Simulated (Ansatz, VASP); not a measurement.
SiGe in VASP and in Ansatz

The input INCAR:

```
  PREC = Accurate
  ENCUT = 520
  EDIFF = 1E-6
  ISMEAR = 0
  SIGMA = 0.03
  LREAL = False
  LASPH = True
  NELM = 100
  ALGO = Normal
  ISIF = 2
  LWAVE = False
  LCHARG = True
  GGA = PS
  LELF = True
  LVHAR = True
  NBANDS = 26
```

Contents of KPOINTS:

```
Automatic mesh
0
Gamma
  12 12 6
```

The input POSCAR:

```
SiGe
1.0
    4.0996738635      0.0000000000      0.0000000000
   -2.0498369318      3.5504217130      0.0000000000
    0.0000000000      0.0000000000      6.7733221500
Si Ge
2 2
Direct
    0.6666666667      0.3333333333      0.8746070000
    0.3333333333      0.6666666667      0.3746070000
    0.6666666667      0.3333333333      0.5003920000
    0.3333333333      0.6666666667      0.0003920000
```

Input for Ansatz:

```yaml
crystal:
  lattice:
    - [4.0996738635, 0.0, 0.0]
    - [-2.0498369318, 3.550421713, 0.0]
    - [0.0, 0.0, 6.77332215]
  atoms:
    - { symbol: Si, position: [0.6666666667, 0.3333333333, 0.874607] }
    - { symbol: Si, position: [0.3333333333, 0.6666666667, 0.374607] }
    - { symbol: Ge, position: [0.6666666667, 0.3333333333, 0.500392] }
    - { symbol: Ge, position: [0.3333333333, 0.6666666667, 0.000392] }
basis:
  ecutwfc: 420
kpoints:
  mp_grid: { grid: [12, 12, 6] }
hamiltonian:
  xc: pbesol
scf:
  occupations: { method: gaussian, width: 0.03 }
output:
  forces: true
  stress: true
  eigenvalues: true
```

Change from the starting cell: strain +0.050 along x and y, +0.050 along z, atoms carried along.

Alike in both runs: task single point; functional PBEsol; k mesh 12 × 12 × 6; occupations gaussian, width 0.03 eV; no spin polarisation.

|  | VASP | Ansatz |
| --- | --- | --- |
| version | VASP 6.6.1 | Ansatz 0.2.0 |
| potentials or method | VASP PAW PBE potentials, release 64 (Si, Ge_d), cutoff 520 eV | scalar-relativistic, plane waves, PAW |
| valence electrons in the cell | 36 | 36 |

Ansatz gave:

| Item | Value |
| --- | --- |
| gap on the k mesh at the Fermi level (eV) | 0.02 |
| least direct gap on the mesh (eV) | 0.02 |
| pressure (GPa) | -8.6 |
| traceless stress, the component that is largest in VASP (GPa) | -0.06 |
| rms of the force components (eV/Å) | 0.022 |

**Question.** Estimate VASP's values.

**Answer.** gap on the k mesh at the Fermi level (eV): 0.02; least direct gap on the mesh (eV): 0.02; pressure (GPa): -8.6; traceless stress, the component that is largest in VASP (GPa): -0.06; rms of the force components (eV/Å): 0.023.

VASP's potentials were made for PBE, not for PBEsol. Atom by atom the forces differ by 0.000 eV/Å (rms over components).
